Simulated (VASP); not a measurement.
# AlN (AlN (P6_3mc)) (P6_3mc) in VASP: single point with PBE

Aim: the single point of AlN (AlN (P6_3mc)) with PBE.

All numbers are computed with VASP 6.6.1; they aren't measurements. Logs are shortened: lines on timing, memory, paths and dates and some standing lists are left out, and cuts for length are marked.

## Step 1: The cell of the first run

It takes space group P6_3mc (No. 186, hexagonal). Conventional cell: a = 3.130 Å, b = 3.130 Å, c = 5.017 Å, α = 90.00°, β = 90.00°, γ = 120.00°. Al (site symmetry 3m) has 4 N at 1.90 to 1.91 Å within 2.5 Å. Within 2.5 Å of N (site symmetry 3m) lie 4 Al at 1.90 to 1.91 Å.

## Step 2: Single point, PBE

Contents of INCAR:

```
SYSTEM = AlN
ALGO = Normal
EDIFF = 1E-6
ENCUT = 520
GGA = PE
ISIF = 2
ISMEAR = 0
LASPH = .True.
LCHARG = .False.
LREAL = Auto
LWAVE = .False.
NBANDS = 46
NELM = 60
PREC = Accurate
SIGMA = 0.01
```

Contents of KPOINTS:

```
k-points
0
Gamma
  2 2 3
  0 0 0
```

Contents of POSCAR:

```
AlN
1.0
    6.2595139146      0.0000000574      0.0000000000
   -3.1297570070      5.4208980367      0.0000000000
    0.0000000000      0.0000000000      5.0174032967
Al N
8 8
Direct
    0.3333333333      0.1666666667      0.4992353700
    0.1666666667      0.3333333333      0.9992353700
    0.3333333333      0.6666666667      0.4992353700
    0.1666666667      0.8333333333      0.9992353700
    0.8333333333      0.1666666667      0.4992353700
    0.6666666667      0.3333333333      0.9992353700
    0.8333333333      0.6666666667      0.4992353700
    0.6666666667      0.8333333333      0.9992353700
    0.3333333333      0.1666666667      0.8807646300
    0.1666666667      0.3333333333      0.3807646300
    0.3333333333      0.6666666667      0.8807646300
    0.1666666667      0.8333333333      0.3807646300
    0.8333333333      0.1666666667      0.8807646300
    0.6666666667      0.3333333333      0.3807646300
    0.8333333333      0.6666666667      0.8807646300
    0.6666666667      0.8333333333      0.3807646300
```

Potentials or basis: VASP PAW PBE potentials, release 64 (Al, N).

On the command line:

```console
$ cat potpaw_PBE.64/Al/POTCAR potpaw_PBE.64/N/POTCAR > POTCAR
$ mpirun -np 1 vasp_std > vasp.out
```

OUTCAR:

```text
SYSTEM = AlN
   EDIFF = 1E-6
   ENCUT = 520
   GGA = PE
   ISIF = 2
   ISMEAR = 0
   LASPH = .True.
   LREAL = Auto
   NELM = 60
   PREC = Accurate

 ion  position               nearest neighbor table
   1  0.333  0.167  0.499-  10 1.90  14 1.90  12 1.90   9 1.91   2 3.09   2 3.09   6 3.09   6 3.09
                             4 3.09   4 3.09   5 3.13   5 3.13   3 3.13   3 3.13   7 3.13   7 3.13
   2  0.167  0.333  0.999-   9 1.90  13 1.90  11 1.90  10 1.91   1 3.09   1 3.09   5 3.09   5 3.09
                             3 3.09   3 3.09   6 3.13   6 3.13   4 3.13   4 3.13   8 3.13   8 3.13
   3  0.333  0.667  0.499-  12 1.90  16 1.90  10 1.90  11 1.91   4 3.09   4 3.09   8 3.09   8 3.09
                             2 3.09   2 3.09   7 3.13   7 3.13   1 3.13   1 3.13   5 3.13   5 3.13
   4  0.167  0.833  0.999-  11 1.90  15 1.90   9 1.90  12 1.91   3 3.09   3 3.09   7 3.09   7 3.09
                             1 3.09   1 3.09   8 3.13   8 3.13   2 3.13   2 3.13   6 3.13   6 3.13
   5  0.833  0.167  0.499-  14 1.90  10 1.90  16 1.90  13 1.91   6 3.09   6 3.09   2 3.09   2 3.09
                             8 3.09   8 3.09   1 3.13   1 3.13   7 3.13   7 3.13   3 3.13   3 3.13
   6  0.667  0.333  0.999-  13 1.90   9 1.90  15 1.90  14 1.91   5 3.09   5 3.09   1 3.09   1 3.09
                             7 3.09   7 3.09   2 3.13   2 3.13   8 3.13   8 3.13   4 3.13   4 3.13
   7  0.833  0.667  0.499-  16 1.90  12 1.90  14 1.90  15 1.91   8 3.09   8 3.09   4 3.09   4 3.09
                             6 3.09   6 3.09   3 3.13   3 3.13   5 3.13   5 3.13   1 3.13   1 3.13
   8  0.667  0.833  0.999-  15 1.90  11 1.90  13 1.90  16 1.91   7 3.09   7 3.09   3 3.09   3 3.09
                             5 3.09   5 3.09   4 3.13   4 3.13   6 3.13   6 3.13   2 3.13   2 3.13
   9  0.333  0.167  0.881-   2 1.90   6 1.90   4 1.90   1 1.91
[... 14 lines left out ...]
 A1 = (   6.2595139146,   0.0000000574,   0.0000000000)
 A2 = (  -3.1297570070,   5.4208980367,   0.0000000000)
 A3 = (   0.0000000000,   0.0000000000,   5.0174032967)

Analysis of symmetry for initial positions (statically):
=====================================================================
 Subroutine PRICEL returns following result:

  LATTYP: Found a hexagonal cell.
 ALAT       =     3.1297569573
 C/A-ratio  =     1.6031287302

  Lattice vectors:

 A1 = (   3.1297569573,   0.0000000287,   0.0000000000)
 A2 = (  -1.5648785035,   2.7104490183,   0.0000000000)
 A3 = (   0.0000000000,   0.0000000000,   5.0174032967)

   4 primitive cells build up your supercell.

 Routine SETGRP: Setting up the symmetry group for a
 hexagonal supercell.

 Subroutine GETGRP returns: Found 12 space group operations
 (whereof  6 operations were pure point group operations)
 out of a pool of 24 trial point group operations.

The static configuration has the point symmetry C_3v.
 The point group associated with its full space group is C_6v.

Analysis of symmetry for dynamics (positions and initial velocities):
=====================================================================
[... 122 lines left out ...]
   IALGO  =     38    algorithm
   IMIX   =      4    mixing-type and parameters
     AMIX     =   0.40;   BMIX     =  1.00
     AMIX_MAG =   1.60;   BMIX_MAG =  1.00
  volume/ion in A,a.u.               =      10.64        71.81
  Fermi-wavevector in a.u.,A,eV,Ry     =   1.181511  2.232733 18.993310  1.395969
  Thomas-Fermi vector in A             =   2.317783
   LORBIT       =      0    0 simple, 1 ext, 2 COOP (PROOUT), +10 PAW based schemes
   GGA     = PE    functional components
   LHFCALC =     F    Hartree Fock is set to
   AEXX    =    0.0000 exact exchange contribution
   IVDW    =     0    specifies the selected vdW correction
   LEPSILON=     F    determine dielectric tensor
   LRPA    =     F    only Hartree local field effects (RPA)
 non-spin polarized calculation
 Gauss-broadening in eV      SIGMA  =   0.01
  energy-cutoff  :      520.00
  volume of cell :      170.25
 maximum number of plane-waves:      4626
 NGX is ok and might be reduce to    48
   NGX = 23   NGY = 23   NGZ = 19

 number of electron      63.9999991 magnetization

 Free energy of the ion-electron system (eV)
  ---------------------------------------------------
  ext. energy  EPLUGINS =         0.00000000
  ---------------------------------------------------
  free energy    TOTEN  =      -118.99133887 eV

  energy without entropy =     -118.99133887  energy(sigma->0) =     -118.99133887

 E-fermi :   6.0376     XC(G=0): -10.8253

 val. band max:        5.9818190076   @ k =   0.0000   0.0000   0.0000
 cond. band min:      10.0241780927   @ k =   0.0000   0.0000   0.0000
 fundamental gap:      4.0423590851
 Fermi energy:         6.0375575012

 k-point     1 :       0.0000    0.0000    0.0000
  band No.  band energies     occupation
      1      -9.0909      2.00000
      2      -7.1738      2.00000
      3      -7.1738      2.00000
      4      -7.1738      2.00000
      5      -7.0042      2.00000
      6      -6.4974      2.00000
[... 177 lines left out ...]
     43      14.7088      0.00000
     44      14.7088      0.00000
 [bands above 44 left out]

------------------------ aborting loop because EDIFF is reached ----------------------------------------

  FORCE on cell =-STRESS in cart. coord.  units (eV):
  Direction    XX          YY          ZZ          XY          YZ          ZX
  --------------------------------------------------------------------------------------
  -------------------------------------------------------------------------------------
  Total       -0.0981854     -0.0981854     -0.4272351     -0.0000000      0.0000000      0.0000000
  in kB       -0.9239889     -0.9239889     -4.0205613     -0.0000000      0.0000000      0.0000000
  external PRESSURE =      -1.9561797 kB  Pullay stress =       0.0000000 kB

 VOLUME and BASIS-vectors are now :
 -----------------------------------------------------------------------------
  energy-cutoff  :      520.00
  volume of cell :      170.25
      direct lattice vectors                 reciprocal lattice vectors
     6.259513915  0.000000057  0.000000000     0.159756813  0.092235641  0.000000000
    -3.129757007  5.420898037  0.000000000    -0.000000002  0.184471279  0.000000000
     0.000000000  0.000000000  5.017403297     0.000000000  0.000000000  0.199306283

 POSITION                                       TOTAL-FORCE (eV/Angst)
 -----------------------------------------------------------------------------------
      1.56488      0.90348      2.50487        -0.000000     -0.000000     -0.012269
     -0.00000      1.80697      5.01357        -0.000000      0.000000     -0.012269
     -0.00000      3.61393      2.50487         0.000000     -0.000000     -0.012269
     -1.56488      4.51742      5.01357        -0.000000      0.000000     -0.012269
      4.69464      0.90348      2.50487        -0.000000     -0.000000     -0.012269
      3.12976      1.80697      5.01357        -0.000000      0.000000     -0.012269
[... 8 lines left out ...]
      3.12976      3.61393      4.41915         0.000000      0.000000      0.012269
      1.56488      4.51742      1.91045        -0.000000      0.000000      0.012269
 -----------------------------------------------------------------------------------
    total drift:                               -0.000000     -0.000000      0.035526

  FREE ENERGIE OF THE ION-ELECTRON SYSTEM (eV)
  ---------------------------------------------------
  free  energy   TOTEN  =      -118.9913388729 eV

  energy  without entropy=     -118.9913388729  energy(sigma->0) =     -118.99133887
```

stdout:

```text
POSCAR found type information on POSCAR AlN
 POSCAR found :  2 types and      16 ions
 scaLAPACK will be used
 LDA part: xc-table for (Slater+PW92), standard interpolation
 POSCAR, INCAR and KPOINTS ok, starting setup
 FFT: planning ... GRIDC
 FFT: planning ... GRID_SOFT
 FFT: planning ... GRID
 WAVECAR not read
 entering main loop
```

It took 50 s on 1 thread of Intel Xeon Platinum 8488C (Sapphire Rapids), shared host; peak memory 0.29 GiB.

Results:

```yaml
Free_energy: -118.9913 eV
Pressure: -0.2 GPa
Largest_force: 0.012 eV/Å
Band_gap_on_the_k_mesh: 4.04 eV
```

Forces on the atoms (eV/Å):
```
Al   0.000  0.000 -0.012
Al   0.000  0.000 -0.012
Al   0.000  0.000 -0.012
Al   0.000  0.000 -0.012
Al   0.000  0.000 -0.012
Al   0.000  0.000 -0.012
Al   0.000  0.000 -0.012
Al   0.000  0.000 -0.012
N    0.000  0.000  0.012
N    0.000  0.000  0.012
N    0.000  0.000  0.012
N    0.000  0.000  0.012
N    0.000  0.000  0.012
N    0.000  0.000  0.012
N    0.000  0.000  0.012
N    0.000  0.000  0.012
```

Levels at points of the mesh, in eV from the valence-band top:
```tsv
k point	band 28	band 29	band 30	band 31	band 32	band 33	band 34	band 35	band 36	band 37
(0.00, 0.00, 0.00)	-0.68	-0.68	-0.20	-0.20	0.00	4.04	5.75	5.75	5.75	5.75
(0.50, 0.00, 0.00)	-1.42	-0.43	-0.43	-0.41	-0.41	5.70	5.70	6.05	6.05	7.49
```

Caveat: the k points lie up to 0.58 Å⁻¹ apart.
